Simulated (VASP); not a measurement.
Runs of VASP 6.6.1 on AlRu. Symmetry: Pm-3m, No. 221, cubic system. The conventional cell has a = 2.992 Å, b = 2.992 Å, c = 2.992 Å, α = 90.00°, β = 90.00°, γ = 90.00°. Al (site symmetry m-3m) has 8 Ru at 2.59 Å and 6 Al at 2.99 Å within 3.4 Å. Within 3.4 Å of Ru (site symmetry m-3m) lie 8 Al at 2.59 Å and 6 Ru at 2.99 Å. 

```tsv
level	potentials or basis	cutoff (eV)	gap on the mesh (eV)	pressure (GPa)
r2SCAN	VASP PAW PBE potentials, release 64 (Al, Ru_pv)	550	none	(a)
PBE	VASP PAW PBE potentials, release 64 (Al, Ru_pv)	500	none	2.7
PBEsol	VASP PAW PBE potentials, release 64 (Al, Ru_pv)	500	none	-3.1
revPBE	VASP PAW PBE potentials, release 64 (Al, Ru_pv)	500	none	5.2
LDA	VASP PAW LDA potentials, release 64 (Al, Ru_pv)	500	none	(b)
```

Alike in all rows: task single point; no spin polarisation; cell as given; k mesh 9 × 9 × 9; smearing fermi-dirac 0.1 eV.

Q: Fill in the values left out.

A: (a) -1.7; (b) -7.5.

Caveats: the PAW data sets were made with another functional, which shifts forces and pressure a little (at least some runs); the cell stands under tension (at least some runs); the cell stands under pressure (at least some runs).

A k mesh can miss the band edges, and the runs leave out spin-orbit coupling on Ru.

A gap of «none» marks levels without a gap at the run's occupations.
